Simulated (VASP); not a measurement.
**ScGaTeSe2: single point with PBE**

Crystal: ScGaTeSe2.

```
Sc Ga Te Se
1.0
     4.42099    0.00000    0.00000
    -2.21049    3.82869    0.00000
     0.00000    0.00000    7.57602
Sc Ga Te Se
1 1 1 2
Cartesian
  2.2105 1.2762 4.6338
  0.0000 2.5525 2.7020
  0.0000 0.0000 0.1982
  0.0000 2.5525 5.5594
  2.2105 1.2762 2.0587
```

The cell was generated, and may not be a known phase.

```
Program                : VASP 6.6.1
Task                   : single point
Functional             : PBE
Potentials or basis    : VASP PAW PBE potentials, release 64 (Sc_sv, Ga_d, Te, Se)
Cutoff                 : 520 eV
k mesh                 : 6 × 6 × 2
Occupations            : gaussian, width 0.1 eV
Spin                   : no spin polarisation
Dipole correction      : no
Further INCAR settings : ALGO = Normal; EDIFF = 1e-07; NBANDS = 29
```

```
Pressure               : 1.8 GPa
Largest force          : 1.208 eV/Å
Band gap on the k mesh : zero (bands 21 and 22 overlap by 0.16 eV)
```

Forces on the atoms (eV/Å):
```
Sc   0.000  0.000  1.133
Ga   0.000  0.000  0.270
Te   0.000  0.000  0.490
Se   0.000  0.000 -1.208
Se   0.000  0.000 -0.686
```

Stress tensor (GPa, compression positive):
```
1.97 0.00 0.00
0.00 1.97 0.00
0.00 0.00 1.58
```

Levels at points of the mesh, in eV from the Fermi level:
```csv
k point,band 19,band 20,band 21,band 22,band 23,band 24
"(0.00, 0.00, 0.00)",-1.85,-0.49,-0.49,-0.16,1.16,1.16
"(0.50, 0.00, 0.00)",-2.02,-0.37,-0.13,0.00,1.05,1.58
"(0.00, 0.00, 0.50)",-2.74,-0.52,-0.52,0.15,0.99,0.99
"(0.50, 0.00, 0.50)",-1.38,-0.99,-0.16,0.35,0.99,1.20
```

Run time: 73 s on 1 thread of Intel Xeon 8259CL (shared host), peak memory 0.29 GiB.

Caveat: the k points lie up to 0.41 Å⁻¹ apart; semilocal functionals underestimate gaps, and a narrow one can read as zero; spin-orbit coupling is left out, which moves the levels of the heavy elements; forces of over 1 eV/Å act on the atoms, so gaps and moduli don't describe the material at rest.
